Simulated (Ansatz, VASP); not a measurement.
**Two plane-wave programs on Ca2Ge2N**

```
Ca Ge N
1.0
    -2.96565    2.96565    3.38066
     2.96565   -2.96565    3.38066
     2.96565    2.96565   -3.38066
Ca Ge N
2 2 1
Cartesian
  0.0000 2.9657 1.6903
  2.9657 0.0000 1.6903
  0.0000 0.0000 4.8532
  0.0000 0.0000 1.9081
  0.0000 0.0000 0.0000
```

Change from the starting cell: species swapped into the YGe2Ru2 type (I4/mmm, No. 139).

Alike in both runs: functional PBE; k mesh 6 × 6 × 6; occupations gaussian, width 0.1 eV; no spin polarisation.

Ansatz relaxed the structure, and its values are those at the end. VASP's run is a single point on that final structure, the one shown.

|  | VASP | Ansatz |
| --- | --- | --- |
| version | VASP 6.6.1 | Ansatz 0.2.0 |
| potentials or method | VASP PAW PBE potentials, release 64 (Ca_sv, Ge_d, N), cutoff 520 eV | scalar-relativistic, plane waves, PAW |
| valence electrons in the cell | 53 | 53 |

VASP gave:

* gap on the k mesh at the Fermi level (eV): none
* pressure (GPa): 0.2
* rms of the force components (eV/Å): 0.010

Question: What did Ansatz give for the same quantities?

Answer: gap on the k mesh at the Fermi level (eV): none; pressure (GPa): 0.2; rms of the force components (eV/Å): 0.004.

A gap of «none» marks a metal or a gap that the smearing closes.
